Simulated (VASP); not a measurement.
Be2C:

```
C Be
1.0
     0.00000    2.13574    2.13574
     2.13574    0.00000    2.13574
     2.13574    2.13574    0.00000
C Be
1 2
Cartesian
  0.0000 0.0000 0.0000
  3.2036 3.2036 3.2036
  1.0679 1.0679 1.0679
```

Program: VASP 6.6.1. Alike in all runs: task single point; no spin polarisation; cell as given; k mesh 11 × 11 × 11; cutoff (eV) 600; smearing fermi-dirac 0.05 eV.

Problem. Order these runs on this cell by their pressure, lowest first.
A. level PBEsol; potentials or basis VASP PAW PBE potentials, release 64 (C, Be)
B. level PBE; potentials or basis VASP PAW PBE potentials, release 64 (C, Be)
C. level LDA; potentials or basis VASP PAW LDA potentials, release 64 (C, Be)

Solution. C (0.0 GPa), A (6.5 GPa), B (8.9 GPa).

Caveats: the PAW data sets were made with another functional, which shifts forces and pressure a little (some runs).
